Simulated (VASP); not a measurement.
# ZnS: relaxation of cell and atoms with PBE+D3(BJ)

Crystal: ZnS.

```
CELL_PARAMETERS angstrom
4.03060 0.00000 0.00000
-2.01530 3.49060 0.00000
0.00000 0.00000 9.13229
ATOMIC_POSITIONS crystal
Zn 0.65125 0.65125 0.00000
Zn 0.34875 0.00000 0.66667
Zn 0.00000 0.34875 0.33333
S 0.54357 0.54357 0.50000
S 0.45643 0.00000 0.16667
S 0.00000 0.45643 0.83333
```

```yaml
Program: VASP 6.6.1
Task: relaxation of cell and atoms
Functional: PBE
Dispersion: D3(BJ)
Potentials_or_basis: VASP PAW PBE potentials, release 64 (Zn, S)
Cutoff: 600 eV
k_mesh: 6 × 6 × 2
Occupations: gaussian, width 0.1 eV
Spin: no spin polarisation
Dipole_correction: no
Further_INCAR_settings: ALGO = Normal; EDIFF = 1e-06; IBRION = 2; EDIFFG = -0.05; NSW = 80; ISIF = 3
```

| Property | Result |
| --- | --- |
| Relaxed volume | 17.59 Å³/atom |
| Relaxed cell | a = 3.752 Å, b = 3.752 Å, c = 8.656 Å, α = 90.00°, β = 90.00°, γ = 120.00° |
| Space group after relaxing (to 0.1 Å) | P6_222 (No. 180) |
| Energy gained by relaxing | 242.0 meV/atom |
| Ionic steps | 21 |
| Pressure after relaxing | 0.0 GPa |
| Largest force after relaxing | 0.017 eV/Å |
| Band gap on the k mesh | 1.59 eV (least direct gap 1.78 eV) |
| Dispersion energy per atom | -0.349 eV |

Forces in eV/Å, atoms in the order of the input:
```
Zn  -0.007 -0.012  0.000
Zn   0.014  0.000  0.000
Zn  -0.007  0.012  0.000
S   -0.008 -0.015  0.000
S    0.017  0.000  0.000
S   -0.008  0.015  0.000
```

The path:
```csv
step,energy change (eV),largest force (eV/Å),pressure (GPa),volume (Å³)
1,0.0000,0.9295,-11.15,128.48
2,-1.0557,0.4551,2.00,102.71
3,-1.0688,0.4389,0.31,104.73
4,-1.0685,0.4355,-0.09,105.17
5,-1.1074,0.4136,-0.16,105.00
6,-1.1723,0.3441,-0.40,104.41
7,-1.1761,0.3192,-0.19,104.20
8,-1.2128,0.2968,0.15,103.75
9,-1.2972,0.2022,1.27,102.42
10,-1.2995,0.3892,4.54,99.75
11,-1.3314,0.1944,2.66,101.16
12,-1.3673,0.2657,1.21,102.96
13,-1.3845,0.3467,-0.69,105.63
14,-1.3986,0.3178,-0.66,105.71
15,-1.4265,0.2183,-0.51,105.95
16,-1.4104,0.0221,-0.46,106.35
17,-1.4325,0.1451,-0.44,106.09
18,-1.4458,0.0781,0.40,105.10
19,-1.4480,0.0463,0.79,104.62
20,-1.4508,0.0180,-0.47,106.02
21,-1.4518,0.0169,0.04,105.52
```

Final structure:
```
Zn S
1.0
     3.75180    0.00000    0.00000
    -1.87590    3.24915    0.00000
     0.00000    0.00000    8.65589
Zn S
3 3
Direct
  0.50626 0.50626 0.00000
  0.49374 0.00000 0.66667
  0.00000 0.49374 0.33333
  0.50301 0.50301 0.50000
  0.49699 0.00000 0.16667
  0.00000 0.49699 0.83333
```

Levels at points of the mesh, in eV from the valence-band top:
```csv
k point,band 25,band 26,band 27,band 28,band 29,band 30
"(0.00, 0.00, 0.00)",-0.63,-0.52,-0.19,1.59,3.75,3.75
"(0.50, 0.00, 0.00)",-1.76,-1.32,-1.28,2.44,3.21,3.56
"(0.00, 0.00, 0.50)",-0.61,-0.61,0.00,3.07,3.07,3.67
"(0.50, 0.00, 0.50)",-1.63,-1.54,-1.19,2.41,3.27,3.89
```

Wall time 16 min on 1 thread of AMD EPYC 7R13 Processor (Zen 3), on a shared host, peak memory 0.29 GiB.

Caveat: the volume moved by over 15 % at a fixed basis, so the end points are rough. A k mesh can miss the band edges.
